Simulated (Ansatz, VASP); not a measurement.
## One calculation of Al5H, two programs

Contents of INCAR:

```
SYSTEM = Al5H
  PREC = Accurate
  ENCUT = 600
  EDIFF = 1E-7
  ISMEAR = 0
  SIGMA = 0.1
  LREAL = .False.
  LASPH = .True.
  NELM = 80
  ALGO = Normal
  ISIF = 3
  LWAVE = .False.
  LCHARG = .False.
  GGA = PE
  IBRION = 2
  NSW = 100
  EDIFFG = -0.01
```

The input KPOINTS:

```
Automatic mesh
0
Gamma
  10 10 10
  0 0 0
```

POSCAR

```
Al5H
1.0
    0.0000000000      3.7245794830      3.7245794830
    3.7245794830      0.0000000000      3.7245794830
    3.7245794830      3.7245794830      0.0000000000
Al H
5 1
Direct
    0.7500000000      0.7500000000      0.7500000000
    0.3743665100      0.3743665100      0.8769004700
    0.3743665100      0.8769004700      0.3743665100
    0.3743665100      0.3743665100      0.3743665100
    0.8769004700      0.3743665100      0.3743665100
    0.0000000000      0.0000000000      0.0000000000
```

Input for Ansatz:

```yaml
crystal:
  lattice:
    - [0.0, 3.724579483, 3.724579483]
    - [3.724579483, 0.0, 3.724579483]
    - [3.724579483, 3.724579483, 0.0]
  atoms:
    - { symbol: Al, position: [0.75, 0.75, 0.75] }
    - { symbol: Al, position: [0.37436651, 0.37436651, 0.87690047] }
    - { symbol: Al, position: [0.37436651, 0.87690047, 0.37436651] }
    - { symbol: Al, position: [0.37436651, 0.37436651, 0.37436651] }
    - { symbol: Al, position: [0.87690047, 0.37436651, 0.37436651] }
    - { symbol: H, position: [0.0, 0.0, 0.0] }
basis:
  ecutwfc: 420
kpoints:
  mp_grid: { grid: [10, 10, 10] }
hamiltonian:
  xc: pbe
scf:
  occupations: { method: gaussian, width: 0.1 }
output:
  forces: true
  stress: true
  eigenvalues: true
  write_density: true
  write_potential: true
  elf: true
  volumetric_format: npy
relax:
  adjacent_minimum: "off"
  f_tol: 0.01
  max_steps: 80
  cell: { stress_tol: 0.05 }
```

Change from the starting cell: species swapped into the ZrNi5 type (F-43m, No. 216).

Alike in both runs: task relaxation of cell and atoms; functional PBE; k mesh 10 × 10 × 10; occupations gaussian, width 0.1 eV; no spin polarisation.

|  | VASP | Ansatz |
| --- | --- | --- |
| version | VASP 6.6.1 | Ansatz 0.2.0 |
| potentials or method | VASP PAW PBE potentials, release 64 (Al, H), cutoff 600 eV | scalar-relativistic, plane waves, PAW |
| valence electrons in the cell | 16 | 16 |

VASP gave:

* gap on the k mesh at the Fermi level, each at its own relaxed structure (eV): none
* relaxed volume (Å³/atom): 17.28
* relaxed length of the cell vector where the two differ most in proportion (Å): 5.273

Q: What did Ansatz give for the same quantities?

A: gap on the k mesh at the Fermi level, each at its own relaxed structure (eV): none; relaxed volume (Å³/atom): 17.29; relaxed length of the cell vector where the two differ most in proportion (Å): 5.274.

A gap of «none» marks a metal or a gap that the smearing closes.
